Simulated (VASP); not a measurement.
Runs of VASP 6.6.1 on Si3WC2. The structure is that of space group P6/mmm (No. 191), or close to it. The cells are those of the table. The cell was generated, and may not be a known phase.

| task | cell | k mesh | cutoff (eV) | gap on the mesh (eV) | pressure (GPa) | relaxed volume (Å³/atom) |
| --- | --- | --- | --- | --- | --- | --- |
| single point | a = 5.655, b = 5.655, c = 3.090 Å, angles 90.0, 90.0, 120.0°, 6 atoms | 6 × 6 × 6 | 520 | none | -28.1 | - |
| single point | a = 5.319, b = 5.319, c = 2.691 Å, angles 90.0, 90.0, 120.0°, 6 atoms | 12 × 12 × 14 | 520 | none | 0.1 | - |
| single point | a = 5.297, b = 5.297, c = 2.702 Å, angles 90.0, 90.0, 120.0°, 6 atoms | 6 × 6 × 6 | 520 | none | 0.1 | - |
| relaxation of cell and atoms | relaxed from a = 5.655, b = 5.655, c = 3.090 Å, angles 90.0, 90.0, 120.0°, 6 atoms | 6 × 6 × 6 | 600 | none | 0.1 | 10.94 |
| relaxation of cell and atoms | relaxed from a = 5.297, b = 5.297, c = 2.702 Å, angles 90.0, 90.0, 120.0°, 6 atoms | 12 × 12 × 14 | 600 | none | 0.0 | (a) |

Alike in all rows: level PBE; potentials or basis VASP PAW PBE potentials, release 64 (Si, W_sv, C); no spin polarisation; smearing gaussian 0.1 eV.

Estimate the missing entries.

(a) 10.99.

Caveats: some runs use coarse meshes; spin-orbit coupling is left out, which moves the levels of the heavy elements; the stress differs along the axes, from -43 to -20 GPa (at least some runs); the volume moved by over 15 % at a fixed basis, so the end points are rough (at least some runs).

A k mesh can miss the band edges, and the runs leave out spin-orbit coupling on W.

A gap of «none» marks levels without a gap at the run's occupations.
